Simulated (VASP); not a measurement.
Set up this calculation in VASP 6.6.1, as the native input.

```
Task                   : single point
Functional             : RPBE
Potentials or basis    : VASP PAW PBE potentials, release 64 (Sn_d, Se)
Cutoff                 : 520 eV
k mesh                 : 8 × 8 × 8
Occupations            : fermi-dirac, width 0.05 eV
Spin                   : no spin polarisation
Dipole correction      : no
Further INCAR settings : ALGO = Normal; EDIFF = 1e-07; NBANDS = 17
```

The structure of SnSe lies in POSCAR:

```
SnSe
1.0
    0.0000000000      3.0100000000      3.0100000000
    3.0100000000      0.0000000000      3.0100000000
    3.0100000000      3.0100000000      0.0000000000
Sn Se
1 1
Direct
    0.0000000000      0.0000000000      0.0000000000
    0.5000000000      0.5000000000      0.5000000000
```

One way to write it, as run:

INCAR

```
PREC = Accurate
ENCUT = 520
EDIFF = 1E-7
ISMEAR = -1
SIGMA = 0.05
LREAL = F
LASPH = T
NELM = 60
ALGO = Normal
ISIF = 2
LWAVE = F
LCHARG = F
GGA = RP
NBANDS = 17
```

KPOINTS

```
Automatic mesh
0
Gamma
  8 8 8
```

Potentials or basis: VASP PAW PBE potentials, release 64 (Sn_d, Se).

Launch:

```console
$ cat potpaw_PBE.64/Sn_d/POTCAR potpaw_PBE.64/Se/POTCAR > POTCAR
$ mpirun -np 1 vasp_std > vasp.out
```

It gave:

The pressure is 2.6 GPa. The band gap on the k mesh is 0.54 eV, direct.

Caveat: the PAW data sets were made with another functional, which shifts forces and pressure a little; spin-orbit coupling is left out, which moves the levels of the heavy elements.

It took 20 s on 1 thread of AMD EPYC 7R43 64-Core Processor (Zen 3), on a shared host, peak memory 0.15 GiB.
